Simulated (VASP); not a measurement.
A run of VASP 6.6.1 is set up as follows.

The input INCAR:

```
PREC = Accurate ; ENCUT = 600
EDIFF = 1E-6 ; ISMEAR = -1
SIGMA = 0.15 ; LREAL = False
LASPH = True ; NELM = 120
ALGO = Normal ; ISIF = 2
LWAVE = False ; LCHARG = False
GGA = PS ; NBANDS = 33
GGA_COMPAT = False
```

Contents of KPOINTS:

```
Automatic mesh
0
Gamma
  5 5 7
```

Contents of POSCAR:

```
TaN
1.0
    5.1910000000      0.0000000000      0.0000000000
   -2.5955000000      4.4955380000      0.0000000000
    0.0000000000      0.0000000000      2.9080000000
Ta N
3 3
Direct
    0.0000000000      0.0000000000      0.0000000000
    0.3333333333      0.6666666667      0.5000000000
    0.6666666667      0.3333333333      0.5000000000
    0.5000000000      0.0000000000      0.0000000000
    0.5000000000      0.5000000000      0.0000000000
    0.0000000000      0.5000000000      0.0000000000
```

Potentials or basis: VASP PAW PBE potentials, release 64 (Ta_pv, N).

Launch:

```console
$ cat potpaw_PBE.64/Ta_pv/POTCAR potpaw_PBE.64/N/POTCAR > POTCAR
$ mpirun -np 1 vasp_std > vasp.out
```

Problem. Predict the pressure.

Solution. 1.9 GPa.

Problem. What does it give for the band gap on the k mesh?

Solution. Zero (band 24 reaches 8.80 eV, above the bottom of band 25 at 6.76 eV).

Stress tensor (GPa, compression positive):
```
2.62 0.00 0.00
0.00 2.62 0.00
0.00 0.00 0.36
```

Caveat: the PAW data sets were made with another functional, which shifts forces and pressure a little; spin-orbit coupling is left out, which moves the levels of the heavy elements.
